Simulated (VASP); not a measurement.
## MgS: single point with PBE

Crystal: MgS.

```
Mg S
1.0
     4.27533    0.00000    0.00000
    -2.13766    3.70254    0.00000
     0.00000    0.00000    5.26655
Mg S
2 2
Direct
  0.33333 0.66667 0.25000
  0.66667 0.33333 0.75000
  0.66667 0.33333 0.25000
  0.33333 0.66667 0.75000
```

This cell differs from its parent crystal: volume changed by -3%.

```
Program             : VASP 6.6.1
Task                : single point
Functional          : PBE
Potentials or basis : VASP PAW PBE potentials, release 64 (Mg, S)
Cutoff              : 520 eV
k mesh              : 6 × 6 × 4
Occupations         : gaussian, width 0.01 eV
Spin                : no spin polarisation
```

```
Pressure               : 1.8 GPa
Band gap on the k mesh : 3.04 eV, direct
```

Stress tensor (GPa, compression positive):
```
1.81 0.00 0.00
0.00 1.81 0.00
0.00 0.00 1.65
```

Levels at points of the mesh, in eV from the valence-band top:
| k point | band 6 | band 7 | band 8 | band 9 | band 10 | band 11 |
| --- | --- | --- | --- | --- | --- | --- |
| (0.00, 0.00, 0.00) | -0.89 | -0.89 | 0.00 | 3.04 | 3.05 | 6.03 |
| (0.50, 0.00, 0.00) | -2.57 | -1.63 | -0.81 | 3.35 | 5.34 | 6.11 |
| (0.00, 0.00, 0.50) | -1.50 | -1.50 | -1.50 | 4.66 | 4.66 | 5.98 |
| (0.50, 0.00, 0.50) | -1.92 | -0.86 | -0.86 | 4.51 | 4.51 | 6.46 |

Wall time 19 s on 1 thread of Intel Xeon 6975P-C (shared host), peak memory 0.2 GiB.

 A k mesh can miss the band edges.
